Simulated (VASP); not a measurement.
Runs of VASP 6.6.1 on KCl. The structure is that of space group Fm-3m (No. 225), or close to it. The cells are those of the table. 

```csv
task,level,potentials or basis,cell,k mesh,cutoff (eV),smearing,gap on the mesh (eV),pressure (GPa)
relaxation of cell and atoms,PBEsol,"VASP PAW PBE potentials, release 64 (K_sv, Cl)","relaxed from a = 4.510 Å, angles 60.0°, 2 atoms",6 × 6 × 6,600,fermi-dirac 0.02 eV,5.08,0.0
single point,PBE,"VASP PAW PBE potentials, release 64 (K_sv, Cl)","a = 4.448 Å, angles 60.0°, 2 atoms",4 × 4 × 4,520,gaussian 0.01 eV,5.19,0.8
single point,LDA,"VASP PAW LDA potentials, release 64 (K_sv, Cl)","a = 4.448 Å, angles 60.0°, 2 atoms",8 × 8 × 8,520,gaussian 0.01 eV,(a),-1.9
single point,PBE,"VASP PAW PBE potentials, release 64 (K_sv, Cl)","a = 4.448 Å, angles 60.0°, 2 atoms",8 × 8 × 8,520,fermi-dirac 0.02 eV,5.19,0.8
```

Alike in all rows: no spin polarisation.

Question: Fill in the values left out.

Answer: (a) 4.75.

Caveats: some runs use coarse meshes; the PAW data sets were made with another functional, which shifts forces and pressure a little (at least some runs).

A k mesh can miss the band edges.
